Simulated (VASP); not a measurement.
Set up this calculation in VASP 6.6.1, as the native input.

* Task: single point
* Functional: PBE
* Potentials or basis: VASP PAW PBE potentials, release 64 (Ca_sv, O)
* Cutoff: 520 eV
* k mesh: 8 × 8 × 8
* Occupations: gaussian, width 0.01 eV
* Spin: no spin polarisation
* Dipole correction: no
* Further INCAR settings: ALGO = Normal; EDIFF = 1e-06; NBANDS = 15

The structure of CaO lies in POSCAR:

```
CaO
1.0
    0.0000000000      2.6067317412      2.6067317412
    2.6067317412      0.0000000000      2.6067317412
    2.6067317412      2.6067317412      0.0000000000
Ca O
1 1
Direct
    0.0000000000      0.0000000000      0.0000000000
    0.2500000000      0.2500000000      0.2500000000
```

These files were run (other wordings do the same):

INCAR

```
SYSTEM = CaO
PREC = Accurate ; ENCUT = 520
EDIFF = 1E-6 ; ISMEAR = 0
SIGMA = 0.01 ; LREAL = .FALSE.
LASPH = .TRUE. ; NELM = 100
ALGO = Normal ; ISIF = 2
LWAVE = .FALSE. ; LCHARG = .FALSE.
GGA = PE ; NBANDS = 15
```

KPOINTS

```
regular mesh
0
G
  8 8 8
  0 0 0
```

Potentials or basis: VASP PAW PBE potentials, release 64 (Ca_sv, O).

The run is started by

```bash
$ cat potpaw_PBE.64/Ca_sv/POTCAR potpaw_PBE.64/O/POTCAR > POTCAR
$ mpirun -np 1 vasp_std > vasp.out
```

Results of the run:

```json
{
  "Pressure": "1.9 GPa",
  "Band gap on the k mesh": "3.33 eV, indirect (least direct gap 3.95 eV)"
}
```

Run time: 15 s on 1 thread of Intel(R) Xeon(R) 6975P-C (Granite Rapids), with other jobs on the host, peak memory 0.16 GiB.
